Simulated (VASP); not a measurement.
# SnO2 in VASP: a series of runs, part 2 of 3

VASP 6.6.1.

## (3) Single point, PBE (strain along [111] +0.3%)

INCAR

```
ALGO     = Normal         # electronic algorithm
EDIFF    = 1E-7           # SCF threshold, eV
ENCUT    = 520            # plane-wave cutoff, eV
GGA      = PE             # functional
ISIF     = 2              # what is computed and relaxed
ISMEAR   = -1             # smearing method
LASPH    = True           # aspherical terms in the spheres
LCHARG   = False          # write CHGCAR
LREAL    = False          # projectors in reciprocal space
LWAVE    = False          # write WAVECAR
NBANDS   = 20             # bands
NELM     = 80             # most SCF steps
PREC     = Accurate       # precision mode
SIGMA    = 0.02           # smearing width, eV
```

KPOINTS

```
k-points
0
Gamma
  8 8 8
```

POSCAR

```
SnO2
1.0
    0.0050669339      2.5385339043      2.5385339043
    2.5385339043      0.0050669339      2.5385339043
    2.5385339043      2.5385339043      0.0050669339
Sn O
1 2
Direct
    0.0000000000      0.0000000000      0.0000000000
    0.2500000000      0.2500000000      0.2500000000
    0.7500000000      0.7500000000      0.7500000000
```

Potentials or basis: VASP PAW PBE potentials, release 64 (Sn_d, O).

Command:

```bash
cat potpaw_PBE.64/Sn_d/POTCAR potpaw_PBE.64/O/POTCAR > POTCAR
mpirun -np 1 vasp_std > vasp.out
```

OUTCAR:

```text
EDIFF = 1E-7
   ENCUT = 520
   GGA = PE
   ISIF = 2
   ISMEAR = -1
   LASPH = True
   LREAL = False
   NELM = 80
   PREC = Accurate

 ion  position               nearest neighbor table
   1  0.000  0.000  0.000-   3 2.19   3 2.19   3 2.19   2 2.19   2 2.19   2 2.19   3 2.20   2 2.20

   2  0.250  0.250  0.250-   1 2.19   1 2.19   1 2.19   1 2.20
   3  0.750  0.750  0.750-   1 2.19   1 2.19   1 2.19   1 2.20

  LATTYP: Found a trigonal (rhomboedric) cell.
 ALAT       =     3.5900326517
 COS(alpha) =     0.5019950080

  Lattice vectors:

 A1 = (   0.0050669339,   2.5385339043,   2.5385339043)
 A2 = (   2.5385339043,   0.0050669339,   2.5385339043)
 A3 = (   2.5385339043,   2.5385339043,   0.0050669339)

Analysis of symmetry for initial positions (statically):
=====================================================================
 Subroutine PRICEL returns:
 Original cell was already a primitive cell.

 Routine SETGRP: Setting up the symmetry group for a
 trigonal (rhombohedral) supercell.

 Subroutine GETGRP returns: Found 12 space group operations
[... 162 lines left out ...]
  free energy    TOTEN  =       -17.87292644 eV

  energy without entropy =      -17.87292018  energy(sigma->0) =      -17.87292331

 E-fermi :   8.1397     XC(G=0): -11.9068

 val. band max:        7.9953184961   @ k =  -0.2500   0.5000   0.2500
 cond. band min:       8.2440248916   @ k =   0.0000   0.0000   0.0000
 fundamental gap:      0.2487063955
 Fermi energy:         8.1396900135

 k-point     1 :       0.0000    0.0000    0.0000
  band No.  band energies     occupation
      1     -12.5714      2.00000
      2     -12.5708      2.00000
      3     -12.5708      2.00000
      4     -12.4153      2.00000
      5     -12.4153      2.00000
      6     -11.7117      2.00000
[... 541 lines left out ...]
     19      23.3663      0.00000
     20      25.8347      0.00000

 [... further k-points ...]

------------------------ aborting loop because EDIFF is reached ----------------------------------------

  FORCE on cell =-STRESS in cart. coord.  units (eV):
  Direction    XX          YY          ZZ          XY          YZ          ZX
  --------------------------------------------------------------------------------------
  -------------------------------------------------------------------------------------
  Total        1.8922312      1.8922312      1.8922312     -0.0116666     -0.0116666     -0.0116666
  in kB       92.9411670     92.9411670     92.9411670     -0.5730296     -0.5730296     -0.5730296
  external PRESSURE =      92.9411670 kB  Pullay stress =       0.0000000 kB

 VOLUME and BASIS-vectors are now :
 -----------------------------------------------------------------------------
  energy-cutoff  :      520.00
  volume of cell :       32.62
      direct lattice vectors                 reciprocal lattice vectors
     0.005066934  2.538533904  2.538533904    -0.197554778  0.197161242  0.197161242
     2.538533904  0.005066934  2.538533904     0.197161242 -0.197554778  0.197161242
     2.538533904  2.538533904  0.005066934     0.197161242  0.197161242 -0.197554778

 POSITION                                       TOTAL-FORCE (eV/Angst)
 -----------------------------------------------------------------------------------
      0.00000      0.00000      0.00000         0.000000      0.000000     -0.000000
      1.27053      1.27053      1.27053        -0.007275     -0.007275     -0.007275
      3.81160      3.81160      3.81160         0.007275      0.007275      0.007275
 -----------------------------------------------------------------------------------
    total drift:                               -0.000000     -0.000000      0.000000

  FREE ENERGIE OF THE ION-ELECTRON SYSTEM (eV)
  ---------------------------------------------------
  free  energy   TOTEN  =       -17.8729264422 eV

  energy  without entropy=      -17.8729201823  energy(sigma->0) =      -17.87292331
```

OSZICAR:

```text
N       E                     dE             d eps       ncg     rms          rms(c)
DAV:   1     0.247265078687E+03    0.24727E+03   -0.13437E+04  2800   0.204E+03
DAV:   2     0.488322141640E+01   -0.24238E+03   -0.22988E+03  2776   0.495E+02
DAV:   3    -0.204096166683E+02   -0.25293E+02   -0.25006E+02  2948   0.136E+02
DAV:   4    -0.210591116822E+02   -0.64950E+00   -0.64892E+00  2968   0.226E+01
DAV:   5    -0.210732744669E+02   -0.14163E-01   -0.14162E-01  3332   0.349E+00    0.110E+01
DAV:   6    -0.178627595581E+02    0.32105E+01   -0.11007E+01  3980   0.569E+01    0.391E+00
DAV:   7    -0.178874940309E+02   -0.24734E-01   -0.67004E-01  2828   0.587E+00    0.196E+00
DAV:   8    -0.178742672097E+02    0.13227E-01   -0.64372E-02  2916   0.255E+00    0.363E-01
DAV:   9    -0.178724047491E+02    0.18625E-02   -0.10843E-02  3852   0.162E+00    0.829E-02
DAV:  10    -0.178729214493E+02   -0.51670E-03   -0.13307E-03  2844   0.373E-01    0.197E-02
DAV:  11    -0.178729253487E+02   -0.38994E-05   -0.44357E-05  3544   0.994E-02    0.139E-02
DAV:  12    -0.178729263948E+02   -0.10461E-05   -0.62090E-06  2856   0.204E-02    0.421E-03
DAV:  13    -0.178729263775E+02    0.17311E-07   -0.12055E-06  2936   0.118E-02    0.117E-03
DAV:  14    -0.178729264422E+02   -0.64681E-07   -0.62509E-08  2464   0.325E-03
   1 F= -.17872926E+02 E0= -.17872923E+02  d E =-.625988E-05
```

stdout:

```text
POSCAR found type information on POSCAR SnO
 POSCAR found :  2 types and       3 ions
 scaLAPACK will be used
 LDA part: xc-table for (Slater+PW92), standard interpolation
 POSCAR, INCAR and KPOINTS ok, starting setup
 FFT: planning ... GRIDC
 FFT: planning ... GRID_SOFT
 FFT: planning ... GRID
 WAVECAR not read
 entering main loop
```

Wall time 52 s (1 thread of Intel Xeon Platinum 8175M at 2.50GHz (Skylake/Cascade Lake), shared host); peak memory 0.18 GiB.

What came out:

| Item | Value |
| --- | --- |
| Free energy | -17.8729 eV |
| Pressure | 9.3 GPa |
| Largest force | 0.013 eV/Å |
| Band gap on the k mesh | 0.25 eV (least direct gap 1.63 eV) |

Forces in eV/Å, atoms in the order of the input:
```
Sn   0.000  0.000  0.000
O   -0.007 -0.007 -0.007
O    0.007  0.007  0.007
```

Caveat: the cell differs from its parent crystal (strain along [111] +0.3%); the cell stands under pressure; spin-orbit coupling is left out, which moves the levels of the heavy elements. A k mesh can miss the band edges.

(Part 2 of 3 ends here.)
